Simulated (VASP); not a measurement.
Write the native input for VASP 6.6.1 that does the following.

```yaml
Task: single point
Functional: LDA
Potentials_or_basis: VASP PAW LDA potentials, release 64 (Be)
Cutoff: 520 eV
k_mesh: 26 × 26 × 15
Occupations: fermi-dirac, width 0.1 eV
Spin: no spin polarisation
Dipole_correction: no
Further_INCAR_settings: ALGO = Normal; EDIFF = 1e-07; NBANDS = 9
```

The structure of Be lies in POSCAR:

```
Be
1.0
    2.2588551368      0.0000000000      0.0000000000
   -1.1294275684      1.9562259319      0.0000000000
    0.0000000000      0.0000000000      3.5544933124
Be
2
Direct
    0.3333333333      0.6666666667      0.2500000000
    0.6666666667      0.3333333333      0.7500000000
```

One way to write it, as run:

INCAR

```
SYSTEM = Be
PREC     = Accurate       ! precision mode
ENCUT    = 520            ! plane-wave cutoff, eV
EDIFF    = 1E-7           ! SCF threshold, eV
ISMEAR   = -1             ! smearing method
SIGMA    = 0.1            ! smearing width, eV
LREAL    = .False.        ! projectors in reciprocal space
LASPH    = .True.         ! aspherical terms in the spheres
NELM     = 80             ! most SCF steps
ALGO     = Normal         ! electronic algorithm
ISIF     = 2              ! what is computed and relaxed
LWAVE    = .False.        ! write WAVECAR
LCHARG   = .False.        ! write CHGCAR
GGA      = CA             ! functional
NBANDS   = 9              ! bands
```

KPOINTS

```
Automatic mesh
0
Gamma
  26 26 15
  0 0 0
```

Potentials or basis: VASP PAW LDA potentials, release 64 (Be).

Launch:

```console
$ cat potpaw_LDA.64/Be/POTCAR > POTCAR
$ mpirun -np 1 vasp_std > vasp.out
```

Results of the run:

```yaml
Pressure: -4.5 GPa
Band_gap_on_the_k_mesh: zero (bands 2 and 3 overlap by 1.68 eV)
```

Caveat: the cell stands under tension.

Run time: 44 s on 1 thread of Intel(R) Xeon(R) Platinum 8259CL CPU @ 2.50GHz (Skylake/Cascade Lake), on a shared host, peak memory 0.17 GiB.
